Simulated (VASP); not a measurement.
Wanted: the native input for a VASP 6.6.1 run.

* Task: single point
* Functional: PBE
* Potentials or basis: VASP PAW PBE potentials, release 64 (Cr_sv, O)
* Cutoff: 700 eV
* k mesh: 4 × 4 × 6
* Occupations: fermi-dirac, width 0.05 eV
* Spin: collinear spin, ferromagnetic start
* Starting moments: [3.0, 3.0, 0.0, 0.0, 0.0, 0.0] μB
* Hubbard terms: Cr d U = 3.7 eV
* Dipole correction: no
* Further INCAR settings: ALGO = Normal; EDIFF = 1e-06; NBANDS = 39

The structure of CrO2 lies in POSCAR:

```
CrO2
1.0
    4.4100000000      0.0000000000      0.0000000000
    0.0000000000      4.4100000000      0.0000000000
    0.0000000000      0.0000000000      2.9100000000
Cr O
2 4
Direct
    0.0000000000      0.0000000000      0.0000000000
    0.5000000000      0.5000000000      0.5000000000
    0.3000000000      0.3000000000      0.0000000000
    0.2000000000      0.8000000000      0.5000000000
    0.7000000000      0.7000000000      0.0000000000
    0.8000000000      0.2000000000      0.5000000000
```

These files were run (other wordings do the same):

INCAR

```
PREC = Accurate
ENCUT = 700
EDIFF = 1E-6
ISMEAR = -1
SIGMA = 0.05
LREAL = False
LASPH = True
NELM = 200
ALGO = Normal
ISIF = 2
LWAVE = False
LCHARG = True
ISPIN = 2
MAGMOM = 3 3 0 0 0 0
LORBIT = 11
LMAXMIX = 4
LDAU = True
LDAUTYPE = 2
LDAUL = 2 -1
LDAUU = 3.7 0
LDAUJ = 0 0
LDAUPRINT = 1
GGA = PE
LELF = True
LVHAR = True
NBANDS = 39
GGA_COMPAT = False
```

KPOINTS

```
regular mesh
0
Gamma
  4 4 6
```

Potentials or basis: VASP PAW PBE potentials, release 64 (Cr_sv, O).

Command:

```bash
$ cat potpaw_PBE.64/Cr_sv/POTCAR potpaw_PBE.64/O/POTCAR > POTCAR
$ mpirun -np 1 vasp_std > vasp.out
```

Results of the run:

The pressure is 9.3 GPa. The largest force is 0.058 eV/Å, the band gap on the k mesh is zero (filled and empty bands overlap) and the net moment is 4.00 μB per cell. The site moments are Cr +2.15; O -0.14 μB and the valence electrons inside the program's atomic spheres are Cr 11.53; O 5.06.

Caveat: the cell stands under pressure; the run started ferromagnetic, and an antiferromagnetic order may lie lower in energy.

Run time: 4.8 min on 1 thread of Intel(R) Xeon(R) Platinum 8259CL CPU @ 2.50GHz (Skylake/Cascade Lake) (shared host), peak memory 0.3 GiB.
